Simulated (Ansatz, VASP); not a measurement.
# Two plane-wave programs on GdO

File INCAR:

```
SYSTEM = GdO
  PREC = Accurate
  ENCUT = 520
  EDIFF = 1E-7
  ISMEAR = 1
  SIGMA = 0.15
  LREAL = .FALSE.
  LASPH = .TRUE.
  NELM = 150
  ALGO = Normal
  ISIF = 2
  LWAVE = .FALSE.
  LCHARG = .FALSE.
  ISPIN = 2
  MAGMOM = 7 0
  LORBIT = 11
  LMAXMIX = 6
  GGA = RP
  NBANDS = 23
```

Contents of KPOINTS:

```
Automatic mesh
0
G
  9 9 9
  0 0 0
```

Contents of POSCAR:

```
GdO
1.0
    0.0000000000      2.5873667228      2.5873667228
    2.5873667228      0.0000000000      2.5873667228
    2.5873667228      2.5873667228      0.0000000000
Gd O
1 1
Direct
    0.0000000000      0.0000000000      0.0000000000
    0.2500000000      0.2500000000      0.2500000000
```

Input for Ansatz:

```yaml
crystal:
  lattice:
    - [0.0, 2.5873667228139037, 2.5873667228139037]
    - [2.5873667228139037, 0.0, 2.5873667228139037]
    - [2.5873667228139037, 2.5873667228139037, 0.0]
  atoms:
    - { symbol: Gd, position: [0.0, 0.0, 0.0], spin: 7.0 }
    - { symbol: O, position: [0.25, 0.25, 0.25] }
accuracy: low
basis:
  ecutwfc: 420.0
kpoints:
  mp_grid:
    grid: [9, 9, 9]
hamiltonian:
  xc: rpbe
magnetization:
  spin_polarized: true
scf:
  self_checks: high
  convergence:
    dr2_threshold: 1.0e-05
  occupations:
    method: cold
    width: 0.15
output:
  stress: true
```

Alike in both runs: task single point; functional RPBE; k mesh 9 × 9 × 9; collinear spin.

|  | VASP | Ansatz |
| --- | --- | --- |
| version | VASP 6.6.1 | Ansatz 0.2.0 |
| potentials or method | VASP PAW PBE potentials, release 64 (Gd, O), cutoff 520 eV | plane waves, PAW |
| occupations | methfessel-paxton of order 1, width 0.15 eV | cold, width 0.15 eV |
| valence electrons in the cell | 24 | 24 |

|  | VASP | Ansatz | Ansatz less VASP |
| --- | --- | --- | --- |
| gap on the k mesh at the Fermi level (eV) | none | none | - |
| pressure (GPa) | 18.4 | 18.0 | -0.34 |
| net moment per atom (μB) | 3.85 | 3.82 | -0.032 |
| size of the moment on the site where the two differ most (μB) | 6.93 | 6.81 | -0.123 |

VASP's potentials were made for PBE, not for RPBE. Site moments also hang on the region over which each program counts them. A gap of «none» marks a metal or a gap that the smearing closes. Ansatz's warnings: stability check not made, stress scf threshold loose.

Neither program's run includes spin-orbit coupling.
